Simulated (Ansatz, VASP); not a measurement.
# InP: VASP beside Ansatz

```xyz
2
Lattice="0.0000 2.9305 2.9305 2.9305 0.0000 2.9305 2.9305 2.9305 0.0000" Properties=species:S:1:pos:R:3 pbc="T T T"
In    0.0000    0.0000    0.0000
P     4.3957    4.3957    4.3957
```

Alike in both runs: task single point; functional LDA; k mesh 4 × 4 × 4; occupations gaussian, width 0.05 eV; no spin polarisation.

|  | VASP | Ansatz |
| --- | --- | --- |
| version | VASP 6.6.1 | Ansatz 0.2.0 |
| potentials or method | VASP PAW LDA potentials, release 64 (In_d, P), cutoff 500 eV | scalar-relativistic, plane waves, PAW |
| valence electrons in the cell | 18 | 18 |

|  | VASP | Ansatz | Ansatz less VASP |
| --- | --- | --- | --- |
| gap on the k mesh at the Fermi level (eV) | 0.49 | 0.46 | -0.029 |
| least direct gap on the mesh (eV) | 0.49 | 0.46 | -0.029 |
| pressure (GPa) | -1.0 | -1.0 | -0.02 |

LDA's correlation is that of Perdew and Zunger in VASP and of Perdew and Wang (1992) in Ansatz.

The k mesh is coarse, so the values compare programs but aren't converged.
